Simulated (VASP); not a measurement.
# Al2Pt (P-3m1) in VASP: notebook

Al2Pt is run at these levels: PBE; tasks: single point.

All numbers are computed with VASP 6.6.1; they aren't measurements. Logs are shortened: lines on timing, memory, paths and dates and some standing lists are left out, and cuts for length are marked.

## (1) The cell of the first run

Symmetry: P-3m1, No. 164, trigonal system. The conventional cell has a = 4.205 Å, b = 4.205 Å, c = 14.799 Å, α = 90.00°, β = 90.00°, γ = 120.00°. Al (site symmetry 3m) has 4 Pt at 2.57 Å and 6 Al at 2.97 Å within 3.4 Å. Within 3.4 Å of Al (site symmetry 3m) lie 3 Pt at 2.57 Å and 3 Al at 2.97 Å. Al (site symmetry 3m) has 4 Pt at 2.57 Å and 6 Al at 2.97 Å within 3.4 Å. Within 3.4 Å of Pt (site symmetry 3m) lie 7 Al at 2.57 Å. Within 3.4 Å of Pt (site symmetry -3m) lie 8 Al at 2.57 Å.

## (2) Single point, PBE

Input file INCAR:

```
PREC = Accurate
ENCUT = 520
EDIFF = 1E-7
ISMEAR = 0
SIGMA = 0.15
LREAL = F
LASPH = T
NELM = 60
ALGO = Fast
ISIF = 2
LWAVE = F
LCHARG = T
GGA = PE
LELF = T
LVHAR = T
NBANDS = 34
```

Input file KPOINTS:

```
Automatic mesh
0
Gamma
  13 13 5
```

Input file POSCAR:

```
Al2Pt
1.0
    2.9732041201     -2.9732041201      0.0000000000
    2.9732041201      0.0000000000     -2.9732041201
    8.5444844517      8.5444844517      8.5444844517
Al Pt
6 3
Direct
    0.6666666667      0.6666666667      0.2899846352
    1.0000000000      0.0000000000      0.0580062062
    0.3333333333      0.3333333333      0.5219630643
    0.6666666667      0.6666666667      0.6379522788
    1.0000000000      1.0000000000      0.4059738498
    0.3333333333      0.3333333333      0.1739954207
    0.0000000000      0.0000000000      0.5799576715
    0.3333333333      0.3333333333      0.3479792425
    0.6666666667      0.6666666667      0.1160008134
```

Potentials or basis: VASP PAW PBE potentials, release 64 (Al, Pt).

Command:

```console
$ cat potpaw_PBE.64/Al/POTCAR potpaw_PBE.64/Pt/POTCAR > POTCAR
$ mpirun -np 1 vasp_std > vasp.out
```

OUTCAR:

```text
PREC = Accurate
   ENCUT = 520
   EDIFF = 1E-7
   ISMEAR = 0
   LREAL = F
   LASPH = T
   NELM = 60
   ISIF = 2
   GGA = PE

 ion  position               nearest neighbor table
   1  0.667  0.667  0.290-   8 2.57   8 2.57   9 2.57   8 2.57   6 2.97   6 2.97   6 2.97   5 2.97
                             5 2.97   5 2.97
   2  0.000  0.000  0.058-   9 2.57   9 2.57   9 2.57   6 2.97   6 2.97   6 2.97
   3  0.333  0.333  0.522-   7 2.57   7 2.57   7 2.57   8 2.57   4 2.97   4 2.97   5 2.97   5 2.97
                             5 2.97   4 2.97
   4  0.667  0.667  0.638-   7 2.57   7 2.57   7 2.57   3 2.97   3 2.97   3 2.97
   5  0.000  0.000  0.406-   7 2.57   8 2.57   8 2.57   8 2.57   3 2.97   3 2.97   3 2.97   1 2.97
                             1 2.97   1 2.97
   6  0.333  0.333  0.174-   9 2.57   9 2.57   8 2.57   9 2.57   1 2.97   1 2.97   2 2.97   2 2.97
                             2 2.97   1 2.97
   7  0.000  0.000  0.580-   5 2.57   3 2.57   3 2.57   3 2.57   4 2.57   4 2.57   4 2.57
   8  0.333  0.333  0.348-   5 2.57   1 2.57   1 2.57   3 2.57   6 2.57   5 2.57   5 2.57   1 2.57

   9  0.667  0.667  0.116-   2 2.57   2 2.57   2 2.57   6 2.57   6 2.57   1 2.57   6 2.57

  LATTYP: Found a hexagonal cell.
 ALAT       =     4.2047455903
 C/A-ratio  =     3.5197090708

  Lattice vectors:

 A1 = (  -2.9732041201,   0.0000000000,   2.9732041201)
 A2 = (   2.9732041201,  -2.9732041201,   0.0000000000)
 A3 = (   8.5444844517,   8.5444844517,   8.5444844517)

Analysis of symmetry for initial positions (statically):
=====================================================================
 Subroutine PRICEL returns:
 Original cell was already a primitive cell.

 Routine SETGRP: Setting up the symmetry group for a
 hexagonal supercell.

 Subroutine GETGRP returns: Found 12 space group operations
 (whereof  6 operations were pure point group operations)
 out of a pool of 24 trial point group operations.

The static configuration has the point symmetry C_3v.
 The point group associated with its full space group is D_3d.

Analysis of symmetry for dynamics (positions and initial velocities):
=====================================================================
 Subroutine PRICEL returns:
 Original cell was already a primitive cell.

 Routine SETGRP: Setting up the symmetry group for a
 hexagonal supercell.

 Subroutine GETGRP returns: Found 12 space group operations
 (whereof  6 operations were pure point group operations)
 out of a pool of 24 trial point group operations.

The dynamic configuration has the point symmetry C_3v.
 The point group associated with its full space group is D_3d.

 Subroutine INISYM returns: Found 12 space group operations
 (whereof  6 operations are pure point group operations),
 and found     1 'primitive' translations

----------------------------------------------------------------------------------------

                                     Primitive cell

  volume of cell :     226.5983

  direct lattice vectors                    reciprocal lattice vectors
     2.973204120 -2.973204120  0.000000000     0.112112495 -0.224224991  0.112112495
     2.973204120  0.000000000 -2.973204120     0.112112495  0.112112495 -0.224224991
     8.544484452  8.544484452  8.544484452     0.039011521  0.039011521  0.039011521

  length of vectors
     4.204745590  4.204745590 14.799481195     0.274618408  0.274618408  0.067569936

  position of ions in fractional coordinates (direct lattice)
     0.666666667  0.666666667  0.289984635
     0.000000000  0.000000000  0.058006206
     0.333333333  0.333333333  0.521963064
     0.666666667  0.666666667  0.637952279
     0.000000000  0.000000000  0.405973850
     0.333333333  0.333333333  0.173995421
     0.000000000  0.000000000  0.579957671
     0.333333333  0.333333333  0.347979243
     0.666666667  0.666666667  0.116000813

  ion indices of the primitive-cell ions
   primitive index   ion index
                 1           1
                 2           2
                 3           3
                 4           4
                 5           5
                 6           6
                 7           7
                 8           8
                 9           9

----------------------------------------------------------------------------------------

 KPOINTS: Automatic mesh

Automatic generation of k-mesh.
 Grid dimensions read from file:
 generate k-points for:   13   13    5

 Generating k-lattice:

  Cartesian coordinates                     Fractional coordinates (reciprocal lattice)
     0.008624038 -0.017248076  0.008624038     0.076923077  0.000000000  0.000000000
     0.008624038  0.008624038 -0.017248076     0.000000000  0.076923077  0.000000000
     0.007802304  0.007802304  0.007802304     0.000000000  0.000000000  0.200000000

  Length of vectors
     0.021124493  0.021124493  0.013513987

  Shift w.r.t. Gamma in fractional coordinates (k-lattice)
     0.000000000  0.000000000  0.000000000

 Subroutine IBZKPT returns following result:
 ===========================================

 Found     91 irreducible k-points:

 Following reciprocal coordinates:
            Coordinates               Weight
  0.000000  0.000000  0.000000      1.000000
  0.076923  0.000000  0.000000      6.000000
  0.153846  0.000000  0.000000      6.000000
  0.230769  0.000000  0.000000      6.000000
  0.307692  0.000000  0.000000      6.000000
  0.384615  0.000000  0.000000      6.000000
[... 16 lines left out ...]
  0.076923  0.000000  0.200000      6.000000
  0.076923  0.076923  0.200000      6.000000
 [... further k-points ...]
   k-points           NKPTS =     91   k-points in BZ     NKDIM =     91   number of bands    NBANDS=     34
   number of dos      NEDOS =    301   number of ions     NIONS =      9
   total plane-waves  NPLWV = 114688
   dimension x,y,z NGX =    32 NGY =   32 NGZ =  112
   dimension x,y,z NGXF=    64 NGYF=   64 NGZF=  224
   ions per type =               6   3
   NGX,Y,Z   is equivalent  to a cutoff of  12.65, 12.65, 12.58 a.u.
   NGXF,Y,Z  is equivalent  to a cutoff of  25.30, 25.30, 25.16 a.u.
 SYSTEM =  unknown system
   PREC   = accura    normal or accurate (medium, high low for compatibility)
   ISTART =      0    job   : 0-new  1-cont  2-samecut
   ICHARG =      2    charge: 1-file 2-atom 10-const
   ISPIN  =      1    spin polarized calculation?
   LNONCOLLINEAR =      F non collinear calculations
   LSORBIT =      F    spin-orbit coupling
   LASPH  =      T    aspherical Exc in radial PAW
   ENCUT  =  520.0 eV  38.22 Ry    6.18 a.u.   7.82  7.82 27.52*2*pi/ulx,y,z
   NELM   =     60;   NELMIN=  2; NELMDL= -5     # of ELM steps
   EDIFF  = 0.1E-06   stopping-criterion for ELM
   LREAL  =      F    real-space projection
   EDIFFG = 0.1E-05   stopping-criterion for IOM
   NSW    =      0    number of steps for IOM
   IBRION =     -1    ionic relax: 0-MD 1-quasi-New 2-CG
   NFREE  =      0    steps in history (QN), initial steepest desc. (CG)
   ISIF   =      2    stress and relaxation
   ISYM   =      2    0-nonsym 1-usesym 2-fastsym
   POTIM  = 0.5000    time-step for ionic-motion
   TEBEG  =    0.0;   TEEND  =   0.0 temperature during run
   PSTRESS=    0.0 pullay stress
   NELECT =      48.0000    total number of electrons
   NUPDOWN=      -1.0000    fix difference up-down
   EMIN   =  10.00;   EMAX   =-10.00  energy-range for DOS
   EFERMI =   0.00;   METHOD = LEGACY
   ISMEAR =     0;   SIGMA  =   0.15  broadening in eV -4-tet -1-fermi 0-gaus
   EFERMI_NEDOS =   21; number of points for ismear=-14 and -15
   IALGO  =     68    algorithm
   IMIX   =      4    mixing-type and parameters
     AMIX     =   0.40;   BMIX     =  1.00
     AMIX_MAG =   1.60;   BMIX_MAG =  1.00
  volume/ion in A,a.u.               =      25.18       169.91
  Fermi-wavevector in a.u.,A,eV,Ry     =   0.975895  1.844174 12.957792  0.952371
  Thomas-Fermi vector in A             =   2.106471
   LORBIT       =      0    0 simple, 1 ext, 2 COOP (PROOUT), +10 PAW based schemes
   GGA     = PE    functional components
   LHFCALC =     F    Hartree Fock is set to
   AEXX    =    0.0000 exact exchange contribution
   IVDW    =     0    specifies the selected vdW correction
   LEPSILON=     F    determine dielectric tensor
   LRPA    =     F    only Hartree local field effects (RPA)
 non-spin polarized calculation
 RMM-DIIS sequential band-by-band and
 Gauss-broadening in eV      SIGMA  =   0.15
  energy-cutoff  :      520.00
  volume of cell :      226.60
 maximum number of plane-waves:      6133
   NGX = 15   NGY = 15   NGZ = 55

 number of electron      48.0000003 magnetization

 Free energy of the ion-electron system (eV)
  ---------------------------------------------------
  ext. energy  EPLUGINS =         0.00000000
  ---------------------------------------------------
  free energy    TOTEN  =       -46.42996313 eV

  energy without entropy =      -46.38452338  energy(sigma->0) =      -46.40724325

 E-fermi :   4.2132     XC(G=0):  -8.3395

 val. band max:        4.1874097069   @ k =   0.3077   0.4615   0.4000
 cond. band min:       4.2502650161   @ k =   0.1538   0.0769   0.4000
 fundamental gap:      0.0628553092
 Fermi energy:         4.2131563992

 k-point     1 :       0.0000    0.0000    0.0000
  band No.  band energies     occupation
      1      -5.6540      2.00000
      2      -4.8017      2.00000
      3      -3.9238      2.00000
      4      -1.4153      2.00000
      5      -1.0266      2.00000
      6      -0.6966      2.00000
[... 26 lines left out ...]
     33       9.3807      0.00000
     34       9.5632      0.00000

 k-point     2 :       0.0769    0.0000    0.0000
  band No.  band energies     occupation
      1      -5.5823      2.00000
      2      -4.7292      2.00000
      3      -3.8475      2.00000
      4      -1.4223      2.00000
      5      -1.0404      2.00000
      6      -0.7350      2.00000
[... 26 lines left out ...]
     33       9.3933      0.00000
     34       9.5076      0.00000
[... 775 lines left out ...]
     33       9.4063      0.00000
     34       9.5398      0.00000

 k-point    24 :       0.0769    0.0769    0.2000
  band No.  band energies     occupation
      1      -5.5823      2.00000
      2      -4.7295      2.00000
      3      -3.8471      2.00000
      4      -1.4230      2.00000
      5      -1.0398      2.00000
      6      -0.7351      2.00000
[... 26 lines left out ...]
     33       9.4376      0.00000
     34       9.4816      0.00000

 [... further k-points ...]
[... 5 lines left out ...]
  --------------------------------------------------------------------------------------
  -------------------------------------------------------------------------------------
  Total       -2.8700418     -2.8700418     -2.8700418     -0.2916818     -0.2916818     -0.2916818
  in kB      -20.2928122    -20.2928122    -20.2928122     -2.0623548     -2.0623548     -2.0623548
  external PRESSURE =     -20.2928122 kB  Pullay stress =       0.0000000 kB

 VOLUME and BASIS-vectors are now :
 -----------------------------------------------------------------------------
  energy-cutoff  :      520.00
  volume of cell :      226.60
      direct lattice vectors                 reciprocal lattice vectors
     2.973204120 -2.973204120  0.000000000     0.112112495 -0.224224991  0.112112495
     2.973204120  0.000000000 -2.973204120     0.112112495  0.112112495 -0.224224991
     8.544484452  8.544484452  8.544484452     0.039011521  0.039011521  0.039011521

 POSITION                                       TOTAL-FORCE (eV/Angst)
 -----------------------------------------------------------------------------------
      6.44204      0.49563      0.49563        -0.076222     -0.076222     -0.076222
      0.49563      0.49563      0.49563         0.391643      0.391643      0.391643
      6.44204      3.46884      3.46884         0.108635      0.108635      0.108635
      9.41525      3.46884      3.46884        -0.391643     -0.391643     -0.391643
      3.46884      3.46884      3.46884         0.076222      0.076222      0.076222
      3.46884      0.49563      0.49563        -0.108635     -0.108635     -0.108635
      4.95544      4.95544      4.95544         0.110382      0.110382      0.110382
      4.95544      1.98224      1.98224        -0.000000     -0.000000     -0.000000
      4.95544     -0.99097     -0.99097        -0.110382     -0.110382     -0.110382
 -----------------------------------------------------------------------------------
    total drift:                                0.000010      0.000010      0.000010

  FREE ENERGIE OF THE ION-ELECTRON SYSTEM (eV)
  ---------------------------------------------------
  free  energy   TOTEN  =       -46.4299631325 eV

  energy  without entropy=      -46.3845233773  energy(sigma->0) =      -46.40724325
```

Wall time 16 min (1 thread of Oxide Virtual Turin-like, shared host); peak memory 0.67 GiB.

Results:

```yaml
Free_energy: -46.4300 eV
Pressure: -2.0 GPa
Largest_force: 0.678 eV/Å
Band_gap_on_the_k_mesh: zero (band 24 reaches 6.83 eV, above the bottom of band 25 at 3.61 eV)
```

Forces in eV/Å, atoms in the order of the input:
```
Al  -0.076 -0.076 -0.076
Al   0.392  0.392  0.392
Al   0.109  0.109  0.109
Al  -0.392 -0.392 -0.392
Al   0.076  0.076  0.076
Al  -0.109 -0.109 -0.109
Pt   0.110  0.110  0.110
Pt   0.000  0.000  0.000
Pt  -0.110 -0.110 -0.110
```

Levels at points of the mesh, in eV from the Fermi level:
| k point | band 21 | band 22 | band 23 | band 24 | band 25 | band 26 | band 27 | band 28 |
| --- | --- | --- | --- | --- | --- | --- | --- | --- |
| (0.00, 0.00, 0.00) | 0.30 | 1.46 | 1.46 | 2.42 | 2.62 | 2.62 | 3.23 | 3.54 |

Caveat: spin-orbit coupling is left out, which moves the levels of the heavy elements.

## (3) Single point, PBE

This run uses another cell than the first one, of 20.07 Å³/atom, 0.797 times its volume.

Input file INCAR:

```
ALGO     = Fast           # electronic algorithm
EDIFF    = 1E-6           # SCF threshold, eV
ENCUT    = 520            # plane-wave cutoff, eV
GGA      = PE             # functional
ISIF     = 2              # what is computed and relaxed
ISMEAR   = 0              # smearing method
LASPH    = True           # aspherical terms in the spheres
LCHARG   = False          # write CHGCAR
LREAL    = False          # projectors in reciprocal space
LWAVE    = False          # write WAVECAR
NBANDS   = 34             # bands
NELM     = 100            # most SCF steps
PREC     = Accurate       # precision mode
SIGMA    = 0.15           # smearing width, eV
```

Input file KPOINTS:

```
k-points
0
Gamma
  13 13 5
```

Input file POSCAR:

```
Al2Pt
1.0
    2.9732041201     -2.9732041201      0.0000000000
    2.9732041201      0.0000000000     -2.9732041201
    6.8124336441      6.8124336441      6.8124336441
Al Pt
6 3
Direct
    0.6666666667      0.6666666667      0.3637127841
    1.0000000000      0.0000000000      0.0727541952
    0.3333333333      0.3333333333      0.6546713730
    0.6666666667      0.6666666667      0.8001506674
    1.0000000000      1.0000000000      0.5091920785
    0.3333333333      0.3333333333      0.2182334896
    0.0000000000      0.0000000000      0.7274110202
    0.3333333333      0.3333333333      0.4364524313
    0.6666666667      0.6666666667      0.1454938424
```

Potentials or basis: VASP PAW PBE potentials, release 64 (Al, Pt).

Command:

```console
$ cat potpaw_PBE.64/Al/POTCAR potpaw_PBE.64/Pt/POTCAR > POTCAR
$ mpirun -np 1 vasp_std > vasp.out
```

It took 17 min on 1 thread of Oxide Virtual Turin-like, shared host; peak memory 0.55 GiB.

The run converged. Its results:

* Free energy: -46.9853 eV
* Pressure: -3.2 GPa
* Largest force: 0.307 eV/Å
* Band gap on the k mesh: zero (band 24 reaches 8.96 eV, above the bottom of band 25 at 5.50 eV)

Forces on the atoms (eV/Å):
```
Al  -0.112 -0.112 -0.112
Al   0.022  0.022  0.022
Al   0.090  0.090  0.090
Al  -0.022 -0.022 -0.022
Al   0.112  0.112  0.112
Al  -0.090 -0.090 -0.090
Pt   0.177  0.177  0.177
Pt   0.000  0.000  0.000
Pt  -0.177 -0.177 -0.177
```

Stress tensor (GPa, compression positive):
```
-3.22 -1.04 -1.04
-1.04 -3.22 -1.04
-1.04 -1.04 -3.22
```

Levels at points of the mesh, in eV from the Fermi level:
```
           k point  band 20  band 21  band 22  band 23  band 24  band 25  band 26  band 27  band 28  band 29
(0.00, 0.00, 0.00)    -2.43     1.21     1.53     1.53     2.54     2.54     3.18     3.37     3.66     3.66
```

Caveat: spin-orbit coupling is left out, which moves the levels of the heavy elements.
